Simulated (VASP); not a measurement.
# CuO in VASP: further runs

The runs below take CuO through single point, with PBEsol.

Everything below comes from runs of VASP 6.6.1. Logs are shortened: lines on timing, memory, paths and dates and some standing lists are left out, and cuts for length are marked.

### Step 1. The cell of the first run

Symmetry: Cccm, No. 66, orthorhombic system. The conventional cell has a = 3.982 Å, b = 4.307 Å, c = 5.156 Å, α = 90.00°, β = 90.00°, γ = 90.00°. Cu (site symmetry 2/m) has 4 O at 1.95 Å within 2.6 Å. O (site symmetry 222) has 4 Cu at 1.95 Å and 2 O at 2.58 Å within 2.6 Å.

### Step 2. Single point, PBEsol

Contents of INCAR:

```
ALGO     = Normal         # electronic algorithm
EDIFF    = 1E-7           # SCF threshold, eV
ENCUT    = 520            # plane-wave cutoff, eV
GGA      = PS             # functional
ISIF     = 2              # what is computed and relaxed
ISMEAR   = -1             # smearing method
LASPH    = T              # aspherical terms in the spheres
LCHARG   = T              # write CHGCAR
LELF     = T              # ELF
LREAL    = F              # projectors in reciprocal space
LVHAR    = T            
LWAVE    = F              # write WAVECAR
NBANDS   = 25             # bands
NELM     = 60             # most SCF steps
PREC     = Accurate       # precision mode
SIGMA    = 0.05           # smearing width, eV
```

Contents of KPOINTS:

```
k-points
0
Gamma
  9 9 5
```

Contents of POSCAR:

```
CuO
1.0
    1.9909680000     -2.1535500000      0.0000000000
    1.9909680000      2.1535500000      0.0000000000
    0.0000000000      0.0000000000      5.1559280000
Cu O
2 2
Direct
    0.5000000000      0.0000000000      0.0000000000
    0.0000000000      0.5000000000      0.5000000000
    0.5000000000      0.5000000000      0.2500000000
    0.5000000000      0.5000000000      0.7500000000
```

Potentials or basis: VASP PAW PBE potentials, release 64 (Cu, O).

Command:

```bash
$ cat potpaw_PBE.64/Cu/POTCAR potpaw_PBE.64/O/POTCAR > POTCAR
$ mpirun -np 1 vasp_std > vasp.out
```

OUTCAR:

```text
EDIFF = 1E-7
   ENCUT = 520
   GGA = PS
   ISIF = 2
   ISMEAR = -1
   LASPH = T
   LREAL = F
   NELM = 60
   PREC = Accurate

 ion  position               nearest neighbor table
   1  0.500  0.000  0.000-   3 1.95   4 1.95   3 1.95   4 1.95
   2  0.000  0.500  0.500-   3 1.95   4 1.95   3 1.95   4 1.95
   3  0.500  0.500  0.250-   1 1.95   2 1.95   1 1.95   2 1.95
   4  0.500  0.500  0.750-   1 1.95   2 1.95   1 1.95   2 1.95

  LATTYP: Found a base centered orthorhombic cell.
 ALAT       =     3.9819360000
 B/A-ratio  =     1.0816597755
 C/A-ratio  =     1.2948294498

  Lattice vectors:

 A1 = (   1.9909680000,  -2.1535500000,   0.0000000000)
 A2 = (   1.9909680000,   2.1535500000,   0.0000000000)
 A3 = (   0.0000000000,   0.0000000000,   5.1559280000)

Analysis of symmetry for initial positions (statically):
=====================================================================
 Subroutine PRICEL returns:
 Original cell was already a primitive cell.

 Routine SETGRP: Setting up the symmetry group for a
 base centered orthorhombic supercell.

 Subroutine GETGRP returns: Found  8 space group operations
 (whereof  4 operations were pure point group operations)
 out of a pool of  8 trial point group operations.

The static configuration has the point symmetry C_2h.
 The point group associated with its full space group is D_2h.

Analysis of symmetry for dynamics (positions and initial velocities):
=====================================================================
 Subroutine PRICEL returns:
 Original cell was already a primitive cell.

 Routine SETGRP: Setting up the symmetry group for a
 base centered orthorhombic supercell.

 Subroutine GETGRP returns: Found  8 space group operations
 (whereof  4 operations were pure point group operations)
 out of a pool of  8 trial point group operations.

The dynamic configuration has the point symmetry C_2h.
 The point group associated with its full space group is D_2h.

 Subroutine INISYM returns: Found  8 space group operations
 (whereof  4 operations are pure point group operations),
 and found     1 'primitive' translations

----------------------------------------------------------------------------------------

                                     Primitive cell

  volume of cell :      44.2136

  direct lattice vectors                    reciprocal lattice vectors
     1.990968000 -2.153550000  0.000000000     0.251134122 -0.232174781  0.000000000
[... 90 lines left out ...]
   EDIFF  = 0.1E-06   stopping-criterion for ELM
   LREAL  =      F    real-space projection
   EDIFFG = 0.1E-05   stopping-criterion for IOM
   NSW    =      0    number of steps for IOM
   IBRION =     -1    ionic relax: 0-MD 1-quasi-New 2-CG
   NFREE  =      0    steps in history (QN), initial steepest desc. (CG)
   ISIF   =      2    stress and relaxation
   ISYM   =      2    0-nonsym 1-usesym 2-fastsym
   POTIM  = 0.5000    time-step for ionic-motion
   TEBEG  =    0.0;   TEEND  =   0.0 temperature during run
   PSTRESS=    0.0 pullay stress
   NELECT =      34.0000    total number of electrons
   NUPDOWN=      -1.0000    fix difference up-down
   EMIN   =  10.00;   EMAX   =-10.00  energy-range for DOS
   EFERMI =   0.00;   METHOD = LEGACY
   ISMEAR =    -1;   SIGMA  =   0.05  broadening in eV -4-tet -1-fermi 0-gaus
   EFERMI_NEDOS =   21; number of points for ismear=-14 and -15
   IALGO  =     38    algorithm
   IMIX   =      4    mixing-type and parameters
     AMIX     =   0.40;   BMIX     =  1.00
     AMIX_MAG =   1.60;   BMIX_MAG =  1.00
  volume/ion in A,a.u.               =      11.05        74.59
  Fermi-wavevector in a.u.,A,eV,Ry     =   1.499854  2.834314 30.607167  2.249563
  Thomas-Fermi vector in A             =   2.611430
   LORBIT       =      0    0 simple, 1 ext, 2 COOP (PROOUT), +10 PAW based schemes
   GGA     = PS    functional components
   LHFCALC =     F    Hartree Fock is set to
   AEXX    =    0.0000 exact exchange contribution
   IVDW    =     0    specifies the selected vdW correction
   LEPSILON=     F    determine dielectric tensor
   LRPA    =     F    only Hartree local field effects (RPA)
 non-spin polarized calculation
  energy-cutoff  :      520.00
  volume of cell :       44.21
 maximum number of plane-waves:      1209
 NGX is ok and might be reduce to    24

 number of electron      33.9999999 magnetization

 Free energy of the ion-electron system (eV)
  ---------------------------------------------------
  ext. energy  EPLUGINS =         0.00000000
  ---------------------------------------------------
  free energy    TOTEN  =       -21.45704082 eV

  energy without entropy =      -21.43774413  energy(sigma->0) =      -21.44739247

 E-fermi :   4.7114     XC(G=0): -11.6082

 val. band max:        4.6946826341   @ k =   0.1111   0.1111   0.4000
 cond. band min:       4.7153361035   @ k =   0.2222   0.1111   0.0000
 fundamental gap:      0.0206534694
 Fermi energy:         4.7113848625

 k-point     1 :       0.0000    0.0000    0.0000
  band No.  band energies     occupation
      1     -14.9811      2.00000
      2     -13.6515      2.00000
      3      -3.4202      2.00000
      4      -0.7656      2.00000
      5      -0.6036      2.00000
      6       1.0167      2.00000
[... 661 lines left out ...]
     24      16.1000      0.00000
     25      16.3552      0.00000

 [... further k-points ...]

------------------------ aborting loop because EDIFF is reached ----------------------------------------

  FORCE on cell =-STRESS in cart. coord.  units (eV):
  Direction    XX          YY          ZZ          XY          YZ          ZX
  --------------------------------------------------------------------------------------
  -------------------------------------------------------------------------------------
  Total       -1.0983566     -1.5056853     -1.8464599     -0.0000000      0.0000000      0.0000000
  in kB      -39.8013541    -54.5618023    -66.9105175     -0.0000000      0.0000000      0.0000000
  external PRESSURE =     -53.7578913 kB  Pullay stress =       0.0000000 kB

 VOLUME and BASIS-vectors are now :
 -----------------------------------------------------------------------------
  energy-cutoff  :      520.00
  volume of cell :       44.21
      direct lattice vectors                 reciprocal lattice vectors
     1.990968000 -2.153550000  0.000000000     0.251134122 -0.232174781  0.000000000
     1.990968000  2.153550000  0.000000000     0.251134122  0.232174781  0.000000000
     0.000000000  0.000000000  5.155928000     0.000000000  0.000000000  0.193951506

 POSITION                                       TOTAL-FORCE (eV/Angst)
 -----------------------------------------------------------------------------------
      0.99548     -1.07678      0.00000         0.000000      0.000000      0.000000
      0.99548      1.07678      2.57796        -0.000000      0.000000      0.000000
      1.99097      0.00000      1.28898        -0.000000     -0.000000     -0.000000
      1.99097      0.00000      3.86695        -0.000000      0.000000      0.000000
 -----------------------------------------------------------------------------------
    total drift:                                0.000000     -0.000000     -0.000000

  FREE ENERGIE OF THE ION-ELECTRON SYSTEM (eV)
  ---------------------------------------------------
  free  energy   TOTEN  =       -21.4570408204 eV

  energy  without entropy=      -21.4377441286  energy(sigma->0) =      -21.44739247
```

Run time: 65 s. Hardware: 1 thread of Intel Xeon 6975P-C, shared host; peak memory 0.21 GiB.

What came out:

```yaml
Free_energy: -21.4570 eV
Pressure: -5.4 GPa
Band_gap_on_the_k_mesh: zero (band 17 reaches 5.32 eV, above the bottom of band 18 at 4.45 eV)
```

Stress tensor (GPa, compression positive):
```
-3.98  0.00  0.00
 0.00 -5.46  0.00
 0.00  0.00 -6.69
```

Levels at points of the mesh, in eV from the Fermi level:
```
           k point  band 14  band 15  band 16  band 17  band 18  band 19  band 20  band 21
(0.00, 0.00, 0.00)    -2.33    -2.26    -1.86     0.61     0.79     1.39     6.03     7.28
```

Caveat: the PAW data sets were made with another functional, which shifts forces and pressure a little; semilocal functionals often make such compounds metallic where correlation or magnetic order opens a gap, which also shifts bond lengths. With open d or f shells a metallic result of PBEsol can be an artefact of self-interaction; +U or a hybrid may open a gap.

### Step 3. Single point, PBEsol

This run uses another cell than the first one, of 11.27 Å³/atom, 1.020 times its volume.

Contents of INCAR:

```
ALGO = Normal
EDIFF = 1E-7
ENCUT = 520
GGA = PS
ISIF = 2
ISMEAR = -1
LASPH = T
LCHARG = F
LREAL = F
LWAVE = F
NBANDS = 25
NELM = 60
PREC = Accurate
SIGMA = 0.05
```

KPOINTS is that of step 2.

Contents of POSCAR:

```
CuO
1.0
    2.0041536028     -2.1678123362      0.0000000000
    2.0041536028      2.1678123362      0.0000000000
    0.0000000000      0.0000000000      5.1900742137
Cu O
2 2
Direct
    0.5000000000      0.0000000000      0.0000000000
    0.0000000000      0.5000000000      0.5000000000
    0.5000000000      0.5000000000      0.2500000000
    0.5000000000      0.5000000000      0.7500000000
```

Potentials or basis: VASP PAW PBE potentials, release 64 (Cu, O).

Command:

```bash
$ cat potpaw_PBE.64/Cu/POTCAR potpaw_PBE.64/O/POTCAR > POTCAR
$ mpirun -np 1 vasp_std > vasp.out
```

Wall time 60 s (1 thread of Intel Xeon 6975P-C, shared host); peak memory 0.21 GiB.

It converged, with:

```
Free energy            : -21.4208 eV
Pressure               : -8.2 GPa
Band gap on the k mesh : zero (band 17 reaches 5.06 eV, above the bottom of band 18 at 4.20 eV)
```

Stress tensor (GPa, compression positive):
```
 -6.27   0.00   0.00
  0.00  -7.99   0.00
  0.00   0.00 -10.22
```

Levels at points of the mesh, in eV from the Fermi level:
```tsv
k point	band 14	band 15	band 16	band 17	band 18	band 19	band 20	band 21
(0.00, 0.00, 0.00)	-2.26	-2.20	-1.81	0.60	0.78	1.34	6.01	7.19
```

Caveat: the PAW data sets were made with another functional, which shifts forces and pressure a little; semilocal functionals often make such compounds metallic where correlation or magnetic order opens a gap, which also shifts bond lengths.

### Step 4. Single point, PBEsol

This run uses another cell than the first one, of 11.50 Å³/atom, 1.040 times its volume.

Contents of INCAR:

```
SYSTEM = CuO
PREC = Accurate
ENCUT = 520
EDIFF = 1E-6
ISMEAR = -1
SIGMA = 0.05
LREAL = .FALSE.
LASPH = .TRUE.
NELM = 100
ALGO = Normal
ISIF = 2
LWAVE = .FALSE.
LCHARG = .FALSE.
GGA = PS
NBANDS = 25
```

Contents of KPOINTS:

```
regular mesh
0
G
  9 9 5
  0 0 0
```

Contents of POSCAR:

```
CuO
1.0
    2.0171679519     -2.1818894341      0.0000000000
    2.0171679519      2.1818894341      0.0000000000
    0.0000000000      0.0000000000      5.2237769386
Cu O
2 2
Direct
    0.5000000000      0.0000000000      0.0000000000
    0.0000000000      0.5000000000      0.5000000000
    0.5000000000      0.5000000000      0.2500000000
    0.5000000000      0.5000000000      0.7500000000
```

Command:

```bash
$ cat potpaw_PBE.64/Cu/POTCAR potpaw_PBE.64/O/POTCAR > POTCAR
$ mpirun -np 1 vasp_std > vasp.out
```

Run time: 55 s. Hardware: 1 thread of Intel Xeon 6975P-C, shared host; peak memory 0.21 GiB.

Results (log left out):

```
Free energy            : -21.3700 eV
Pressure               : -10.6 GPa
Band gap on the k mesh : zero (band 17 reaches 4.81 eV, above the bottom of band 18 at 3.97 eV)
```

Stress tensor (GPa, compression positive):
```
 -8.26   0.00   0.00
  0.00 -10.20   0.00
  0.00   0.00 -13.31
```

Levels at points of the mesh, in eV from the Fermi level:
| k point | band 14 | band 15 | band 16 | band 17 | band 18 | band 19 | band 20 | band 21 |
| --- | --- | --- | --- | --- | --- | --- | --- | --- |
| (0.00, 0.00, 0.00) | -2.20 | -2.14 | -1.77 | 0.59 | 0.77 | 1.29 | 5.99 | 7.10 |

Caveat: the PAW data sets were made with another functional, which shifts forces and pressure a little; semilocal functionals often make such compounds metallic where correlation or magnetic order opens a gap, which also shifts bond lengths.

### Step 5. Single point, PBEsol

This run uses another cell than the first one, of 11.72 Å³/atom, 1.060 times its volume.

Contents of INCAR:

```
SYSTEM = CuO
ALGO = Normal
EDIFF = 1E-6
ENCUT = 520
GGA = PS
ISIF = 2
ISMEAR = -1
LASPH = .TRUE.
LCHARG = .TRUE.
LELF = .TRUE.
LREAL = .FALSE.
LVHAR = .TRUE.
LWAVE = .FALSE.
NBANDS = 25
NELM = 60
PREC = Accurate
SIGMA = 0.05
```

Contents of KPOINTS:

```
k-points
0
G
  9 9 5
  0 0 0
```

Contents of POSCAR:

```
CuO
1.0
    2.0300165018     -2.1957871937      0.0000000000
    2.0300165018      2.1957871937      0.0000000000
    0.0000000000      0.0000000000      5.2570503003
Cu O
2 2
Direct
    0.5000000000      0.0000000000      0.0000000000
    0.0000000000      0.5000000000      0.5000000000
    0.5000000000      0.5000000000      0.2500000000
    0.5000000000      0.5000000000      0.7500000000
```

Potentials or basis: VASP PAW PBE potentials, release 64 (Cu, O).

Command:

```bash
$ cat potpaw_PBE.64/Cu/POTCAR potpaw_PBE.64/O/POTCAR > POTCAR
$ mpirun -np 1 vasp_std > vasp.out
```

OUTCAR:

```text
SYSTEM = CuO
   EDIFF = 1E-6
   ENCUT = 520
   GGA = PS
   ISIF = 2
   ISMEAR = -1
   LASPH = .TRUE.
   LREAL = .FALSE.
   NELM = 60
   PREC = Accurate

 ion  position               nearest neighbor table
   1  0.500  0.000  0.000-   3 1.99   4 1.99   3 1.99   4 1.99
   2  0.000  0.500  0.500-   3 1.99   4 1.99   3 1.99   4 1.99
   3  0.500  0.500  0.250-   1 1.99   2 1.99   1 1.99   2 1.99
   4  0.500  0.500  0.750-   1 1.99   2 1.99   1 1.99   2 1.99

  LATTYP: Found a base centered orthorhombic cell.
 ALAT       =     4.0600330036
 B/A-ratio  =     1.0816597756
 C/A-ratio  =     1.2948294498
[... 871 lines left out ...]
  --------------------------------------------------------------------------------------
  -------------------------------------------------------------------------------------
  Total       -2.9672710     -3.5865998     -4.7316519     -0.0000000      0.0000000      0.0000000
  in kB     -101.4392069   -122.6115996   -161.7563828     -0.0000000      0.0000000      0.0000000
  external PRESSURE =    -128.6023964 kB  Pullay stress =       0.0000000 kB

 VOLUME and BASIS-vectors are now :
 -----------------------------------------------------------------------------
  energy-cutoff  :      520.00
  volume of cell :       46.87
      direct lattice vectors                 reciprocal lattice vectors
     2.030016502 -2.195787194  0.000000000     0.246303417 -0.227708770  0.000000000
     2.030016502  2.195787194  0.000000000     0.246303417  0.227708770  0.000000000
     0.000000000  0.000000000  5.257050300     0.000000000  0.000000000  0.190220740

 POSITION                                       TOTAL-FORCE (eV/Angst)
 -----------------------------------------------------------------------------------
      1.01501     -1.09789      0.00000         0.000000      0.000000      0.000000
      1.01501      1.09789      2.62853        -0.000000      0.000000      0.000000
      2.03002      0.00000      1.31426        -0.000000     -0.000000      0.000000
      2.03002      0.00000      3.94279        -0.000000     -0.000000      0.000000
 -----------------------------------------------------------------------------------
    total drift:                                0.000000     -0.000000     -0.000000

  FREE ENERGIE OF THE ION-ELECTRON SYSTEM (eV)
  ---------------------------------------------------
  free  energy   TOTEN  =       -21.3063265420 eV

  energy  without entropy=      -21.2865241587  energy(sigma->0) =      -21.29642535
```

Wall time 56 s (1 thread of Intel Xeon 6975P-C, shared host); peak memory 0.21 GiB.

What came out:

* Free energy: -21.3063 eV
* Pressure: -12.9 GPa
* Band gap on the k mesh: zero (band 17 reaches 4.57 eV, above the bottom of band 18 at 3.74 eV)

Levels at points of the mesh, in eV from the Fermi level:
```tsv
k point	band 13	band 14	band 15	band 16	band 17	band 18	band 19	band 20	band 21	band 22
(0.00, 0.00, 0.00)	-2.15	-2.15	-2.08	-1.72	0.58	0.75	1.25	5.98	7.01	12.97
```

Caveat: the PAW data sets were made with another functional, which shifts forces and pressure a little; semilocal functionals often make such compounds metallic where correlation or magnetic order opens a gap, which also shifts bond lengths. With open d or f shells a metallic result of PBEsol can be an artefact of self-interaction; +U or a hybrid may open a gap.

### Step 6. Single point, PBEsol (atoms moved at random)

Contents of INCAR:

```
ALGO = Normal
EDIFF = 1E-6
ENCUT = 520
GGA = PS
ISIF = 2
ISMEAR = -1
LASPH = T
LCHARG = F
LREAL = F
LWAVE = F
NBANDS = 25
NELM = 60
PREC = Accurate
SIGMA = 0.05
```

Contents of KPOINTS:

```
k-points
0
Gamma
  9 9 5
```

Contents of POSCAR:

```
CuO
1.0
    1.9909680000     -2.1535500000      0.0000000000
    1.9909680000      2.1535500000      0.0000000000
    0.0000000000      0.0000000000      5.1559280000
Cu O
2 2
Direct
    0.5013910000     -0.0079200000     -0.0030990000
   -0.0018270000      0.4886990000      0.4935820000
    0.4942690000      0.5071840000      0.2521270000
    0.5085040000      0.5004420000      0.7413450000
```

Potentials or basis: VASP PAW PBE potentials, release 64 (Cu, O).

Command:

```bash
$ cat potpaw_PBE.64/Cu/POTCAR potpaw_PBE.64/O/POTCAR > POTCAR
$ mpirun -np 1 vasp_std > vasp.out
```

Wall time 2.2 min (1 thread of Intel Xeon 6975P-C, shared host); peak memory 0.3 GiB.

Results (log left out):

| Property | Result |
| --- | --- |
| Free energy | -21.4278 eV |
| Pressure | -5.1 GPa |
| Largest force | 0.623 eV/Å |
| Band gap on the k mesh | zero (band 17 reaches 5.29 eV, above the bottom of band 18 at 4.45 eV) |

Forces on the atoms (eV/Å):
```
Cu   0.278  0.300 -0.090
Cu   0.202  0.085  0.251
O   -0.182 -0.310 -0.509
O   -0.298 -0.075  0.348
```

Stress tensor (GPa, compression positive):
```
-3.79 -0.88 -0.85
-0.88 -5.21  0.37
-0.85  0.37 -6.21
```

Levels at points of the mesh, in eV from the Fermi level:
| k point | band 15 | band 16 | band 17 | band 18 | band 19 | band 20 |
| --- | --- | --- | --- | --- | --- | --- |
| (0.00, 0.00, 0.00) | -2.22 | -1.85 | 0.59 | 0.81 | 1.39 | 6.03 |

Caveat: the cell differs from its parent crystal (atoms moved at random); the PAW data sets were made with another functional, which shifts forces and pressure a little; semilocal functionals often make such compounds metallic where correlation or magnetic order opens a gap, which also shifts bond lengths.

### Step 7. Overview

| cell | gap on the mesh (eV) | pressure (GPa) |
| --- | --- | --- |
| a = 2.933, b = 2.933, c = 5.156 Å, angles 90.0, 90.0, 94.5°, 4 atoms | none | -5.1 |
| a = 2.952, b = 2.952, c = 5.190 Å, angles 90.0, 90.0, 94.5°, 4 atoms | none | -8.2 |
| a = 2.971, b = 2.971, c = 5.224 Å, angles 90.0, 90.0, 94.5°, 4 atoms | none | -10.6 |
| a = 2.990, b = 2.990, c = 5.257 Å, angles 90.0, 90.0, 94.5°, 4 atoms | none | -12.9 |

Some of these runs hold the atoms at other places in the same cell, which the table doesn't show; runs alike in all that it shows share one row.

Alike in all rows: task single point; level PBEsol; potentials or basis VASP PAW PBE potentials, release 64 (Cu, O); no spin polarisation; k mesh 9 × 9 × 5; cutoff (eV) 520; smearing fermi-dirac 0.05 eV.

Caveats: the PAW data sets were made with another functional, which shifts forces and pressure a little; semilocal functionals often make such compounds metallic where correlation or magnetic order opens a gap, which also shifts bond lengths.

Absolute energies hang on the potentials; compare differences alone.
